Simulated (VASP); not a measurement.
Runs of VASP 6.6.1 on BeTe. The structure is that of space group F-43m (No. 216), or close to it. The cells are those of the table. 

```csv
task,cell,k mesh,cutoff (eV),smearing,gap on the mesh (eV),pressure (GPa)
single point,"a = 4.005 Å, angles 60.0°, 2 atoms",8 × 8 × 8,520,gaussian 0.02 eV,2.02,(b)
relaxation of cell and atoms,"relaxed from a = 4.008 Å, angles 60.0°, 2 atoms",8 × 8 × 8,600,gaussian 0.02 eV,2.02,0.0
single point,"a = 3.881 Å, angles 60.0°, 2 atoms",8 × 8 × 8,600,gaussian 0.02 eV,(a),6.6
single point,"a = 3.838 Å, angles 60.0°, 2 atoms",8 × 8 × 8,600,gaussian 0.02 eV,1.68,9.5
single point,"a = 4.022 Å, angles 60.0°, 2 atoms",6 × 6 × 6,600,gaussian 0.1 eV,2.04,-0.5
relaxation of cell and atoms,"relaxed from a = 4.022 Å, angles 60.0°, 2 atoms",8 × 8 × 8,600,gaussian 0.02 eV,2.02,0.0
single point,"a = 4.022 Å, angles 60.0°, 2 atoms",6 × 6 × 6,600,gaussian 0.2 eV,2.04,-0.5
```

Alike in all rows: level PBE; potentials or basis VASP PAW PBE potentials, release 64 (Be, Te); no spin polarisation.

Task: Estimate the missing entries.

Result: (a) 1.77; (b) 0.1.

Caveats: spin-orbit coupling is left out, which moves the levels of the heavy elements; the relaxation stopped at its first step, so nothing moved (some runs).

A k mesh can miss the band edges, and the runs leave out spin-orbit coupling on Te.
